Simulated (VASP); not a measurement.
# SbSeBr3 (R3m) in VASP: further runs

Runs on SbSeBr3. Level: PBE. Tasks: single point.

Everything below comes from runs of VASP 6.6.1. Logs are shortened: lines on timing, memory, paths and dates and some standing lists are left out, and cuts for length are marked.

**1. The cell of the first run**

Symmetry: R3m, No. 160, trigonal system. The conventional cell has a = 9.372 Å, b = 9.372 Å, c = 12.306 Å, α = 90.00°, β = 90.00°, γ = 120.00°. Sb (site symmetry 3m) has 1 Se at 2.48 Å and 3 Br at 2.56 Å within 3.3 Å. Se (site symmetry 3m) has 1 Sb at 2.48 Å and 3 Br at 3.10 Å within 3.3 Å. Br (site symmetry m) has 1 Sb at 2.56 Å and 1 Se at 3.10 Å within 3.4 Å.

The cell was generated, and may not be a known phase.

**2. Single point, PBE**

Input file INCAR:

```
SYSTEM = SbSeBr3
PREC = Accurate
ENCUT = 520
EDIFF = 1E-6
ISMEAR = 0
SIGMA = 0.1
LREAL = .FALSE.
LASPH = .TRUE.
NELM = 100
ALGO = Normal
ISIF = 2
LWAVE = .FALSE.
LCHARG = .FALSE.
GGA = PE
NBANDS = 24
```

Input file KPOINTS:

```
regular mesh
0
G
  6 6 6
  0 0 0
```

Input file POSCAR:

```
SbSeBr3
1.0
    4.6861836429      2.7055693877      4.1019664304
   -4.6861836429      2.7055693877      4.1019664304
    0.0000000000     -5.4111387755      4.1019664304
Sb Se Br
1 1 3
Direct
   -0.2918348722     -0.2918348722     -0.2918348722
    0.5065759956      0.5065759956      0.5065759956
    0.6338361189      0.0765052187      0.6338361189
    0.6338361189      0.6338361189      0.0765052187
    0.0765052187      0.6338361189      0.6338361189
```

Potentials or basis: VASP PAW PBE potentials, release 64 (Sb, Se, Br).

Run with:

```bash
$ cat potpaw_PBE.64/Sb/POTCAR potpaw_PBE.64/Se/POTCAR potpaw_PBE.64/Br/POTCAR > POTCAR
$ mpirun -np 1 vasp_std > vasp.out
```

OUTCAR:

```text
SYSTEM = SbSeBr3
   PREC = Accurate
   ENCUT = 520
   EDIFF = 1E-6
   ISMEAR = 0
   LREAL = .FALSE.
   LASPH = .TRUE.
   NELM = 100
   ISIF = 2
   GGA = PE

 ion  position               nearest neighbor table
   1  0.708  0.708  0.708-   2 2.48   3 2.56   5 2.56   4 2.56
   2  0.507  0.507  0.507-   1 2.48
   3  0.634  0.077  0.634-   1 2.56
   4  0.634  0.634  0.077-   1 2.56
   5  0.077  0.634  0.634-   1 2.56

  LATTYP: Found a trigonal (rhomboedric) cell.
 ALAT       =     6.7901805162
 COS(alpha) =     0.0474101208

  Lattice vectors:

 A1 = (   4.6861836429,   2.7055693877,   4.1019664304)
 A2 = (  -4.6861836429,   2.7055693877,   4.1019664304)
 A3 = (   0.0000000000,  -5.4111387755,   4.1019664304)

Analysis of symmetry for initial positions (statically):
=====================================================================
 Subroutine PRICEL returns:
 Original cell was already a primitive cell.

 Routine SETGRP: Setting up the symmetry group for a
 trigonal (rhombohedral) supercell.

 Subroutine GETGRP returns: Found  6 space group operations
 (whereof  6 operations were pure point group operations)
 out of a pool of 12 trial point group operations.

The static configuration has the point symmetry C_3v.

Analysis of symmetry for dynamics (positions and initial velocities):
=====================================================================
 Subroutine PRICEL returns:
 Original cell was already a primitive cell.

 Routine SETGRP: Setting up the symmetry group for a
 trigonal (rhombohedral) supercell.

 Subroutine GETGRP returns: Found  6 space group operations
 (whereof  6 operations were pure point group operations)
 out of a pool of 12 trial point group operations.

The dynamic configuration has the point symmetry C_3v.

 Subroutine INISYM returns: Found  6 space group operations
 (whereof  6 operations are pure point group operations),
 and found     1 'primitive' translations

----------------------------------------------------------------------------------------

                                     Primitive cell

  volume of cell :     312.0479

  direct lattice vectors                    reciprocal lattice vectors
     4.686183643  2.705569388  4.101966430     0.106696630  0.061601328  0.081261838
    -4.686183643  2.705569388  4.101966430    -0.106696630  0.061601328  0.081261838
     0.000000000 -5.411138776  4.101966430     0.000000000 -0.123202656  0.081261838

  length of vectors
     6.790180516  6.790180516  6.790180516     0.147588552  0.147588552  0.147588552

  position of ions in fractional coordinates (direct lattice)
     0.708165128  0.708165128  0.708165128
     0.506575996  0.506575996  0.506575996
     0.633836119  0.076505219  0.633836119
     0.633836119  0.633836119  0.076505219
     0.076505219  0.633836119  0.633836119

  ion indices of the primitive-cell ions
   primitive index   ion index
                 1           1
                 2           2
                 3           3
                 4           4
                 5           5

----------------------------------------------------------------------------------------

 KPOINTS: regular mesh

Automatic generation of k-mesh.
 Grid dimensions read from file:
 generate k-points for:    6    6    6

 Generating k-lattice:

  Cartesian coordinates                     Fractional coordinates (reciprocal lattice)
     0.017782772  0.010266888  0.013543640     0.166666667  0.000000000  0.000000000
    -0.017782772  0.010266888  0.013543640     0.000000000  0.166666667  0.000000000
     0.000000000 -0.020533776  0.013543640     0.000000000  0.000000000  0.166666667

  Length of vectors
     0.024598092  0.024598092  0.024598092

  Shift w.r.t. Gamma in fractional coordinates (k-lattice)
     0.000000000  0.000000000  0.000000000

 Subroutine IBZKPT returns following result:
 ===========================================

 Found     32 irreducible k-points:

 Following reciprocal coordinates:
            Coordinates               Weight
  0.000000  0.000000  0.000000      1.000000
  0.166667  0.000000 -0.000000      6.000000
  0.333333  0.000000 -0.000000      6.000000
  0.500000  0.000000  0.000000      3.000000
  0.166667  0.166667 -0.000000      6.000000
  0.333333  0.166667 -0.000000     12.000000
[... 16 lines left out ...]
  0.500000  0.500000  0.166667      6.000000
 -0.333333  0.500000  0.166667     12.000000
 [... further k-points ...]
   k-points           NKPTS =     32   k-points in BZ     NKDIM =     32   number of bands    NBANDS=     24
   number of dos      NEDOS =    301   number of ions     NIONS =      5
   total plane-waves  NPLWV = 157464
   dimension x,y,z NGX =    54 NGY =   54 NGZ =   54
   dimension x,y,z NGXF=   108 NGYF=  108 NGZF=  108
   ions per type =               1   1   3
   NGX,Y,Z   is equivalent  to a cutoff of  13.22, 13.22, 13.22 a.u.
   NGXF,Y,Z  is equivalent  to a cutoff of  26.44, 26.44, 26.44 a.u.
 SYSTEM =  SbSeBr3
   PREC   = accura    normal or accurate (medium, high low for compatibility)
   ISTART =      0    job   : 0-new  1-cont  2-samecut
   ICHARG =      2    charge: 1-file 2-atom 10-const
   ISPIN  =      1    spin polarized calculation?
   LNONCOLLINEAR =      F non collinear calculations
   LSORBIT =      F    spin-orbit coupling
   LASPH  =      T    aspherical Exc in radial PAW
   ENCUT  =  520.0 eV  38.22 Ry    6.18 a.u.  12.63 12.63 12.63*2*pi/ulx,y,z
   NELM   =    100;   NELMIN=  2; NELMDL= -5     # of ELM steps
   EDIFF  = 0.1E-05   stopping-criterion for ELM
   LREAL  =      F    real-space projection
   EDIFFG = 0.1E-04   stopping-criterion for IOM
   NSW    =      0    number of steps for IOM
   IBRION =     -1    ionic relax: 0-MD 1-quasi-New 2-CG
   NFREE  =      0    steps in history (QN), initial steepest desc. (CG)
   ISIF   =      2    stress and relaxation
   ISYM   =      2    0-nonsym 1-usesym 2-fastsym
   POTIM  = 0.5000    time-step for ionic-motion
   TEBEG  =    0.0;   TEEND  =   0.0 temperature during run
   PSTRESS=    0.0 pullay stress
   NELECT =      32.0000    total number of electrons
   NUPDOWN=      -1.0000    fix difference up-down
   EMIN   =  10.00;   EMAX   =-10.00  energy-range for DOS
   EFERMI =   0.00;   METHOD = LEGACY
   ISMEAR =     0;   SIGMA  =   0.10  broadening in eV -4-tet -1-fermi 0-gaus
   EFERMI_NEDOS =   21; number of points for ismear=-14 and -15
   IALGO  =     38    algorithm
   IMIX   =      4    mixing-type and parameters
     AMIX     =   0.40;   BMIX     =  1.00
     AMIX_MAG =   1.60;   BMIX_MAG =  1.00
  volume/ion in A,a.u.               =      62.41       421.16
  Fermi-wavevector in a.u.,A,eV,Ry     =   0.766275  1.448049  7.989023  0.587177
  Thomas-Fermi vector in A             =   1.866578
   LORBIT       =      0    0 simple, 1 ext, 2 COOP (PROOUT), +10 PAW based schemes
   GGA     = PE    functional components
   LHFCALC =     F    Hartree Fock is set to
   AEXX    =    0.0000 exact exchange contribution
   IVDW    =     0    specifies the selected vdW correction
   LEPSILON=     F    determine dielectric tensor
   LRPA    =     F    only Hartree local field effects (RPA)
 non-spin polarized calculation
 Gauss-broadening in eV      SIGMA  =   0.10
  energy-cutoff  :      520.00
  volume of cell :      312.05
 maximum number of plane-waves:      8434
 NGX is ok and might be reduce to    54
   NGX = 25   NGY = 25   NGZ = 25

 number of electron      32.0000006 magnetization

 Free energy of the ion-electron system (eV)
  ---------------------------------------------------
  ext. energy  EPLUGINS =         0.00000000
  ---------------------------------------------------
  free energy    TOTEN  =       -14.02061280 eV

  energy without entropy =      -14.01982087  energy(sigma->0) =      -14.02021683

 E-fermi :  -1.8950     XC(G=0):  -5.3022

 val. band max:       -2.0042951197   @ k =   0.5000   0.0000   0.0000
 cond. band min:      -1.8695262977   @ k =   0.0000   0.0000   0.0000
 fundamental gap:      0.1347688220
 Fermi energy:        -1.8950413224

 k-point     1 :       0.0000    0.0000    0.0000
  band No.  band energies     occupation
      1     -17.0544      2.00000
      2     -16.5095      2.00000
      3     -16.5095      2.00000
      4     -14.0628      2.00000
      5     -11.0255      2.00000
      6      -6.7537      2.00000
[... 16 lines left out ...]
     23       4.6052      0.00000
     24       5.0817      0.00000

 k-point     2 :       0.1667    0.0000   -0.0000
  band No.  band energies     occupation
      1     -17.0404      2.00000
      2     -16.5201      2.00000
      3     -16.5095      2.00000
      4     -14.0920      2.00000
      5     -10.9845      2.00000
      6      -6.7470      2.00000
[... 16 lines left out ...]
     23       4.7278      0.00000
     24       5.1440      0.00000

 k-point     3 :       0.3333    0.0000   -0.0000
  band No.  band energies     occupation
      1     -17.0101      2.00000
      2     -16.5436      2.00000
      3     -16.5094      2.00000
      4     -14.1484      2.00000
      5     -10.9047      2.00000
      6      -6.7333      2.00000
[... 16 lines left out ...]
     23       4.9759      0.00000
     24       5.2844      0.00000
[... 514 lines left out ...]
 k-point    23 :       0.5000    0.5000    0.1667
  band No.  band energies     occupation
      1     -16.9421      2.00000
      2     -16.5488      2.00000
      3     -16.5293      2.00000
      4     -14.3560      2.00000
      5     -10.5828      2.00000
      6      -6.3382      2.00000
[... 16 lines left out ...]
     23       4.3687      0.00000
     24       5.0812      0.00000

 k-point    24 :      -0.3333    0.5000    0.1667
  band No.  band energies     occupation
      1     -16.9479      2.00000
      2     -16.5579      2.00000
      3     -16.5253      2.00000
      4     -14.3151      2.00000
      5     -10.6498      2.00000
      6      -6.4215      2.00000
[... 16 lines left out ...]
     23       4.5966      0.00000
     24       5.1589      0.00000

 [... further k-points ...]

------------------------ aborting loop because EDIFF is reached ----------------------------------------

  FORCE on cell =-STRESS in cart. coord.  units (eV):
  Direction    XX          YY          ZZ          XY          YZ          ZX
  --------------------------------------------------------------------------------------
  -------------------------------------------------------------------------------------
  Total       -0.0308080     -0.0308080      0.0402659      0.0000000     -0.0000000      0.0000000
  in kB       -0.1581803     -0.1581803      0.2067409      0.0000000     -0.0000000      0.0000000
  external PRESSURE =      -0.0365399 kB  Pullay stress =       0.0000000 kB

 VOLUME and BASIS-vectors are now :
 -----------------------------------------------------------------------------
  energy-cutoff  :      520.00
  volume of cell :      312.05
      direct lattice vectors                 reciprocal lattice vectors
     4.686183643  2.705569388  4.101966430     0.106696630  0.061601328  0.081261838
    -4.686183643  2.705569388  4.101966430    -0.106696630  0.061601328  0.081261838
     0.000000000 -5.411138776  4.101966430     0.000000000 -0.123202656  0.081261838

 POSITION                                       TOTAL-FORCE (eV/Angst)
 -----------------------------------------------------------------------------------
      0.00000     -0.00000      8.71461         0.000000     -0.000000      0.025869
      0.00000     -0.00000      6.23387         0.000000      0.000000     -0.020954
      2.61175     -1.50790      5.51377         0.003523     -0.002034     -0.001638
      0.00000      3.01579      5.51377         0.000000      0.004068     -0.001638
     -2.61175     -1.50790      5.51377        -0.003523     -0.002034     -0.001638
 -----------------------------------------------------------------------------------
    total drift:                               -0.000000     -0.000000      0.000186

  FREE ENERGIE OF THE ION-ELECTRON SYSTEM (eV)
  ---------------------------------------------------
  free  energy   TOTEN  =       -14.0206128001 eV

  energy  without entropy=      -14.0198208667  energy(sigma->0) =      -14.02021683
```

It took 2.9 min on 1 thread of Intel Xeon 6975P-C (Granite Rapids), shared host; peak memory 0.57 GiB.

Results:

- Free energy: -14.0206 eV
- Pressure: 0.0 GPa
- Largest force: 0.026 eV/Å
- Band gap on the k mesh: 0.13 eV (least direct gap 0.25 eV)

Forces on the atoms (eV/Å):
```
Sb   0.000  0.000  0.026
Se   0.000  0.000 -0.021
Br   0.004 -0.002 -0.002
Br   0.000  0.004 -0.002
Br  -0.004 -0.002 -0.002
```

Caveat: semilocal functionals underestimate gaps, and a narrow one can read as zero; spin-orbit coupling is left out, which moves the levels of the heavy elements. A k mesh can miss the band edges.

[end of part 1 of 2]
